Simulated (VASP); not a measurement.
Input of a VASP 6.6.1 run:

Contents of POSCAR:

```
SnTe
1.0
    0.0000000000      3.2480780603      3.2480780603
    3.2480780603      0.0000000000      3.2480780603
    3.2480780603      3.2480780603      0.0000000000
Sn Te
1 1
Direct
    0.0000000000      0.0000000000      0.0000000000
    0.5000000000      0.5000000000      0.5000000000
```

INCAR.step1

```
SYSTEM = SnTe
ALGO = Normal ; EDIFF = 1E-4
ENCUT = 520 ; GGA = PE
ISMEAR = 0 ; LASPH = .TRUE.
LCHARG = .FALSE. ; LREAL = .FALSE.
LWAVE = .TRUE. ; NBANDS = 17
NELM = 60 ; PREC = Accurate
SIGMA = 0.01
```

Contents of INCAR.step2:

```
SYSTEM = SnTe
ALGO = Normal ; EDIFF = 1E-6
ENCUT = 520 ; ISIF = 2
ISMEAR = 0 ; ISTART = 1
LASPH = .TRUE. ; LCHARG = .FALSE.
LMIXTAU = .TRUE. ; LREAL = .FALSE.
LWAVE = .FALSE. ; METAGGA = R2SCAN
NBANDS = 17 ; NELM = 60
PREC = Accurate ; SIGMA = 0.01
```

File KPOINTS:

```
k-points
0
G
  10 10 10
  0 0 0
```

Potentials or basis: VASP PAW PBE potentials, release 64 (Sn_d, Te).

Launch:

```bash
$ cat potpaw_PBE.64/Sn_d/POTCAR potpaw_PBE.64/Te/POTCAR > POTCAR
$ cp INCAR.step1 INCAR
$ mpirun -np 1 vasp_std > vasp.out
$ cp INCAR.step2 INCAR
$ mpirun -np 1 vasp_std > vasp.out
```

(1) Predict the pressure.

(2) Predict the band gap on the k mesh.

Results:

(1) -2.3 GPa.

(2) 0.30 eV.

Caveat: semilocal functionals underestimate gaps, and a narrow one can read as zero; the PAW data sets were made with another functional, which shifts forces and pressure a little; spin-orbit coupling is left out, which moves the levels of the heavy elements.
